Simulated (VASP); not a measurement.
**ZnO: single point with r2SCAN**

Crystal: ZnO.

```
Zn O
1.0
     3.34098    0.00000    0.00000
    -1.67049    2.89337    0.00000
     0.00000    0.00000    4.92243
Zn O
2 2
Direct
  0.33333 0.66667 0.00000
  0.66667 0.33333 0.50000
  0.33333 0.66667 0.38210
  0.66667 0.33333 0.88210
```

This cell differs from its parent crystal: ratio of the length along z to the lengths across it x 0.92, volume and fractional coordinates fixed.

```json
{
  "Program": "VASP 6.6.1",
  "Task": "single point",
  "Functional": "r2SCAN",
  "Potentials or basis": "VASP PAW PBE potentials, release 64 (Zn, O)",
  "Cutoff": "520 eV",
  "k mesh": "12 × 12 × 6",
  "Occupations": "gaussian, width 0.05 eV",
  "Spin": "no spin polarisation"
}
```

* Pressure: 1.3 GPa
* Largest force: 0.998 eV/Å
* Band gap on the k mesh: 1.25 eV, direct

Forces in eV/Å, atoms in the order of the input:
```
Zn   0.000  0.000 -0.998
Zn   0.000  0.000 -0.998
O    0.000  0.000  0.998
O    0.000  0.000  0.998
```

Stress tensor (GPa, compression positive):
```
-5.79  0.00  0.00
 0.00 -5.79  0.00
 0.00  0.00 15.61
```

Levels at points of the mesh, in eV from the valence-band top:
| k point | band 14 | band 15 | band 16 | band 17 | band 18 | band 19 | band 20 | band 21 | band 22 | band 23 |
| --- | --- | --- | --- | --- | --- | --- | --- | --- | --- | --- |
| (0.00, 0.00, 0.00) | -1.08 | -1.08 | -0.06 | -0.06 | 0.00 | 1.25 | 5.58 | 9.67 | 12.91 | 12.91 |
| (0.50, 0.00, 0.00) | -3.40 | -2.81 | -2.60 | -1.21 | -0.79 | 6.27 | 7.16 | 8.70 | 8.75 | 12.29 |
| (0.00, 0.00, 0.50) | -2.02 | -0.55 | -0.55 | -0.55 | -0.55 | 4.04 | 4.04 | 11.55 | 11.55 | 13.18 |
| (0.50, 0.00, 0.50) | -3.66 | -1.61 | -1.61 | -1.09 | -1.09 | 6.34 | 6.34 | 8.98 | 8.98 | 12.36 |

It took 2.6 min on 1 thread of Intel(R) Xeon(R) 6975P-C (Granite Rapids), on a shared host, peak memory 0.22 GiB.

Caveat: the PAW data sets were made with another functional, which shifts forces and pressure a little.
